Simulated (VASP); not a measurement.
Write the native input for VASP 6.6.1 that does the following.

| Item | Value |
| --- | --- |
| Task | relaxation of cell and atoms |
| Functional | PBEsol |
| Potentials or basis | VASP PAW PBE potentials, release 64 (Sn_d, O) |
| Cutoff | 600 eV |
| k mesh | 6 × 6 × 8 |
| Occupations | fermi-dirac, width 0.05 eV |
| Spin | no spin polarisation |
| Target pressure | 5 GPa |
| Dipole correction | no |
| Further INCAR settings | ALGO = Normal; EDIFF = 1e-06; IBRION = 2; EDIFFG = -0.01; NSW = 60; ISIF = 3 |

The structure of SnO2 lies in POSCAR:

```
SnO2
1.0
    4.7380000000      0.0000000000      0.0000000000
    0.0000000000      4.7380000000      0.0000000000
    0.0000000000      0.0000000000      3.1865000000
Sn O
2 4
Direct
    0.5000000000      0.5000000000      0.5000000000
    0.0000000000      0.0000000000      0.0000000000
    0.8071000000      0.1929000000      0.5000000000
    0.6929000000      0.6929000000      0.0000000000
    0.1929000000      0.8071000000      0.5000000000
    0.3071000000      0.3071000000      0.0000000000
```

One way to write it, as run:

INCAR

```
SYSTEM = SnO2
PREC = Accurate ; ENCUT = 600
EDIFF = 1E-6 ; ISMEAR = -1
SIGMA = 0.05 ; LREAL = .FALSE.
LASPH = .TRUE. ; NELM = 100
ALGO = Normal ; ISIF = 3
LWAVE = .FALSE. ; LCHARG = .FALSE.
GGA = PS ; IBRION = 2
NSW = 60 ; EDIFFG = -0.01
PSTRESS = 50.0
```

KPOINTS

```
regular mesh
0
G
  6 6 8
  0 0 0
```

Potentials or basis: VASP PAW PBE potentials, release 64 (Sn_d, O).

Launch:

```console
$ cat potpaw_PBE.64/Sn_d/POTCAR potpaw_PBE.64/O/POTCAR > POTCAR
$ mpirun -np 1 vasp_std > vasp.out
```

It gave:

* Relaxed volume: 11.90 Å³/atom
* Relaxed cell: a = 4.723 Å, b = 4.723 Å, c = 3.201 Å, α = 90.00°, β = 90.00°, γ = 90.00°
* Space group after relaxing (to 0.1 Å): P4_2/mnm (No. 136)
* Energy change on relaxing (the run minimises the enthalpy): -0.4 meV/atom
* Ionic steps: 6
* Pressure after relaxing: 5.0 GPa
* Largest force after relaxing: 0.004 eV/Å
* Band gap on the k mesh: 1.15 eV

Caveat: the cell is relaxed towards a set pressure, so the run minimises the enthalpy, not the energy; the PAW data sets were made with another functional, which shifts forces and pressure a little; spin-orbit coupling is left out, which moves the levels of the heavy elements.

Run time: 3.5 min on 1 thread of Intel(R) Xeon(R) 6975P-C (Granite Rapids), on a shared host, peak memory 0.27 GiB.
